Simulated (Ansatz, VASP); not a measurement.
SnO in VASP and in Ansatz

```
Sn O
1.0
     3.35500    0.00000    0.00000
     0.00000    5.67410    0.00000
     0.00000    0.00000    4.22197
Sn O
2 2
Direct
  0.00000 0.23191 0.51314
  0.50000 0.76809 0.01314
  0.00000 0.89125 0.73686
  0.54471 0.10875 0.23686
```

Alike in both runs: task single point; functional PBE; k mesh 8 × 6 × 8; occupations gaussian, width 0.05 eV; no spin polarisation.

```csv
,VASP,Ansatz
version,VASP 6.6.1,Ansatz 0.2.0
potentials or method,"VASP PAW PBE potentials, release 64 (Sn_d, O), cutoff 520 eV","scalar-relativistic, plane waves, PAW"
valence electrons in the cell,40,40
```

|  | VASP | Ansatz | Ansatz less VASP |
| --- | --- | --- | --- |
| gap on the k mesh at the Fermi level (eV) | 1.42 | 1.43 | +0.011 |
| pressure (GPa) | 1.1 | 0.9 | -0.19 |
| traceless stress, the component that is largest in VASP (GPa) | 1.66 | 1.60 | -0.066 |
| rms of the force components (eV/Å) | 0.416 | 0.404 | -0.0120 |

Atom by atom the forces differ by 0.036 eV/Å (rms over components).
